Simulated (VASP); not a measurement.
Input of a VASP 6.6.1 run:

File INCAR:

```
PREC     = Accurate       # precision mode
ENCUT    = 600            # plane-wave cutoff, eV
EDIFF    = 1E-7           # SCF threshold, eV
ISMEAR   = 0              # smearing method
SIGMA    = 0.1            # smearing width, eV
LREAL    = False          # projectors in reciprocal space
LASPH    = True           # aspherical terms in the spheres
NELM     = 100            # most SCF steps
ALGO     = Normal         # electronic algorithm
ISIF     = 3              # what is computed and relaxed
LWAVE    = False          # write WAVECAR
LCHARG   = False          # write CHGCAR
GGA      = PE             # functional
IBRION   = 2              # ionic algorithm
NSW      = 90             # ionic steps
EDIFFG   = -0.04          # ionic threshold
```

The input KPOINTS:

```
Automatic mesh
0
Gamma
  4 4 4
```

Contents of POSCAR:

```
HfIr2
1.0
    3.8316718396      0.0000000000      0.0000000000
    0.0000000000      3.8316718396      0.0000000000
    0.0000000000      0.0000000000      5.8463710359
Hf Ir
2 4
Direct
    0.0000000000      0.5000000000      0.7000000000
    0.5000000000      0.0000000000      0.3000000000
    0.0000000000      0.0000000000      0.0000000000
    0.5000000000      0.5000000000      0.0000000000
    0.0000000000      0.5000000000      0.2700000000
    0.5000000000      0.0000000000      0.7300000000
```

Potentials or basis: VASP PAW PBE potentials, release 64 (Hf_pv, Ir).

Run with:

```bash
$ cat potpaw_PBE.64/Hf_pv/POTCAR potpaw_PBE.64/Ir/POTCAR > POTCAR
$ mpirun -np 1 vasp_std > vasp.out
```

Q: What does it give for the space group after relaxing (to 0.05 Å)?

A: P4/nmm (No. 129).

Q: Predict the band gap on the k mesh.

A: Zero (band 28 reaches 7.73 eV, above the bottom of band 29 at 6.87 eV).

Q: What does it give for the relaxed volume?

A: 17.35 Å³/atom.

Q: Estimate the relaxed cell.

A: a = 3.935 Å, b = 3.935 Å, c = 6.722 Å, α = 90.00°, β = 90.00°, γ = 90.00°.

Final structure:
```
Hf Ir
1.0
     3.93470    0.00000    0.00000
     0.00000    3.93470    0.00000
     0.00000    0.00000    6.72235
Hf Ir
2 4
Direct
  0.00000 0.50000 0.65701
  0.50000 0.00000 0.34299
  0.00000 0.00000 0.00000
  0.50000 0.50000 0.00000
  0.00000 0.50000 0.26847
  0.50000 0.00000 0.73153
```

Caveat: the k points lie up to 0.40 Å⁻¹ apart in the final cell; the volume moved by over 15 % at a fixed basis, so the end points are rough; spin-orbit coupling is left out, which moves the levels of the heavy elements.
